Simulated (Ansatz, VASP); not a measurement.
WSe2: VASP beside Ansatz

```
W Se
1.0
     3.31530    0.00000    0.00000
    -1.65765    2.87113    0.00000
     0.00000    0.00000   13.72009
W Se
2 4
Direct
  0.33333 0.66667 0.25000
  0.66667 0.33333 0.75000
  0.33333 0.66667 0.62889
  0.66667 0.33333 0.12889
  0.33333 0.66667 0.87111
  0.66667 0.33333 0.37111
```

Alike in both runs: functional r2SCAN; k mesh 9 × 9 × 2; no spin polarisation.

Ansatz relaxed the structure, and its values are those at the end. VASP's run is a single point on that final structure, the one shown.

|  | VASP | Ansatz |
| --- | --- | --- |
| version | VASP 6.6.1 | Ansatz 0.2.0 |
| potentials or method | VASP PAW PBE potentials, release 64 (W_sv, Se), cutoff 520 eV | scalar-relativistic, plane waves, PAW |
| occupations | gaussian, width 0.01 eV | fixed |
| valence electrons in the cell | 52 | 92 |

Ansatz gave:

- gap on the k mesh at the Fermi level (eV): 1.42
- least direct gap on the mesh (eV): 1.59
- pressure (GPa): 0.0
- rms of the force components (eV/Å): 0.000

Problem. Which values does VASP return?

Solution. gap on the k mesh at the Fermi level (eV): 1.42; least direct gap on the mesh (eV): 1.58; pressure (GPa): 0.3; rms of the force components (eV/Å): 0.021.

VASP's potentials were made for PBE, not for r2SCAN. VASP's potentials hold 52 valence electrons a cell and Ansatz's 92, so a difference there can come from the potentials and not from the codes.

Spin-orbit coupling is off throughout.
